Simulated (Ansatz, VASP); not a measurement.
## Two plane-wave programs on Ta2B2O

```xyz
5
Lattice="4.3551 0.0000 0.0000 0.0000 4.3551 0.0000 0.0000 0.0000 3.0916" Properties=species:S:1:pos:R:3 pbc="T T T"
Ta    0.0000    2.1776    1.5458
Ta    2.1776    0.0000    1.5458
B     2.1776    2.1776    2.3193
B     2.1776    2.1776    0.7723
O     0.0000    0.0000    0.0000
```

Alike in both runs: functional PBE; k mesh 4 × 4 × 6; occupations gaussian, width 0.1 eV; no spin polarisation.

Ansatz relaxed the structure, and its values are those at the end. VASP's run is a single point on that final structure, the one shown.

```csv
,VASP,Ansatz
version,VASP 6.6.1,Ansatz 0.2.0
potentials or method,"VASP PAW PBE potentials, release 64 (Ta_pv, B, O), cutoff 520 eV","scalar-relativistic, plane waves, PAW"
valence electrons in the cell,34,38
```

Ansatz gave:

| Property | Result |
| --- | --- |
| gap on the k mesh at the Fermi level (eV) | none |
| pressure (GPa) | 0.0 |
| rms of the force components (eV/Å) | 0.004 |

What did VASP give for the same quantities?

gap on the k mesh at the Fermi level (eV): none; pressure (GPa): 0.2; rms of the force components (eV/Å): 0.010.

A gap of «none» marks a metal or a gap that the smearing closes. VASP's potentials hold 34 valence electrons a cell and Ansatz's 38, so a difference there can come from the potentials and not from the codes.

The k mesh is coarse, so the values compare programs but aren't converged. Neither program's run includes spin-orbit coupling.
